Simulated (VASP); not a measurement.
## Ca3AsP: single point with PBE

Ca3AsP:

```xyz
5
Lattice="5.3339 0.0000 0.0000 0.0000 5.3339 0.0000 0.0000 0.0000 5.3339" Properties=species:S:1:pos:R:3 pbc="T T T"
As    0.0000    0.0000    0.0000
Ca    2.6669    2.6669    0.0000
Ca    2.6669    0.0000    2.6669
Ca    0.0000    2.6669    2.6669
P     2.6669    2.6669    2.6669
```

* Program: VASP 6.6.1
* Task: single point
* Functional: PBE
* Potentials or basis: VASP PAW PBE potentials, release 64 (As, Ca_sv, P)
* Cutoff: 520 eV
* k mesh: 5 × 5 × 5
* Occupations: methfessel-paxton, width 0.05 eV
* Spin: no spin polarisation

```yaml
Pressure: 0.0 GPa
Band_gap_on_the_k_mesh: 0.18 eV, direct
```

Levels at points of the mesh, in eV from the valence-band top:
```tsv
k point	band 17	band 18	band 19	band 20	band 21	band 22	band 23	band 24
(0.00, 0.00, 0.00)	-1.71	0.00	0.00	0.00	0.18	0.90	0.90	1.10
```

It took 23 s on 1 thread of Intel(R) Xeon(R) 6975P-C (Granite Rapids), on a shared host, peak memory 0.25 GiB.
